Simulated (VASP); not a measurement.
SrO:

```
CELL_PARAMETERS angstrom
4.01810 0.00000 0.00000
-2.00905 3.47978 0.00000
0.00000 0.00000 4.84092
ATOMIC_POSITIONS crystal
Sr 0.33333 0.66667 0.93750
Sr 0.66667 0.33333 0.43750
O 0.33333 0.66667 0.43750
O 0.66667 0.33333 0.93750
```

This cell differs from its parent crystal: strain -5.9%.

Base run:

```yaml
Program: VASP 6.6.1
Functional: PBE
Potentials_or_basis: VASP PAW PBE potentials, release 64 (Sr_sv, O)
Cutoff: 520 eV
k_mesh: 12 × 12 × 6
Occupations: fermi-dirac, width 0.02 eV
Spin: no spin polarisation
```

Its results: band gap on the k mesh 3.12 eV, direct; pressure 22.4 GPa.

Q: The run is repeated on the same cell with these changes: functional from PBE to r2SCAN; occupations from fermi-dirac, width 0.02 eV to gaussian, width 0.01 eV. What comes out?

A: Band gap on the k mesh 3.48 eV, direct; pressure 21.5 GPa.

Caveats: the PAW data sets were made with another functional, which shifts forces and pressure a little (some runs).

A k mesh can miss the band edges.
